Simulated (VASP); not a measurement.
Here is a VASP 6.6.1 calculation.

File INCAR:

```
  PREC = Accurate
  ENCUT = 700
  EDIFF = 1E-6
  ISMEAR = 0
  SIGMA = 0.15
  LREAL = False
  LASPH = True
  NELM = 120
  ALGO = Normal
  ISIF = 2
  LWAVE = False
  LCHARG = False
  GGA = CA
  NBANDS = 22
  GGA_COMPAT = False
```

The input KPOINTS:

```
Automatic mesh
0
Gamma
  15 15 8
```

Contents of POSCAR:

```
Ta2N
1.0
    3.0618406011     -0.1428348640      0.0000000000
   -1.6546189214      2.7230491749      0.0000000000
    0.0000000000      0.0000000000      5.1222640622
Ta N
2 1
Direct
    0.6666666667      0.3333333333      0.7466885012
    0.3333333333      0.6666666667      0.2533114988
    0.0000000000      0.0000000000      0.0000000000
```

Potentials or basis: VASP PAW LDA potentials, release 64 (Ta_sv_GW, N).

Command:

```sh
$ cat potpaw_LDA.64/Ta_sv_GW/POTCAR potpaw_LDA.64/N/POTCAR > POTCAR
$ mpirun -np 1 vasp_std > vasp.out
```

(1) Predict the pressure.

(2) What does it give for the band gap on the k mesh?

## Answers

(1) -15.6 GPa.

(2) zero (an odd number of electrons rules out a gap without spin polarisation).

Caveat: the cell differs from its parent crystal (engineering shear strain xy -0.0933, normal strain along z +0.0700); the stress differs along the axes, from -24 to -12 GPa; spin-orbit coupling is left out, which moves the levels of the heavy elements.
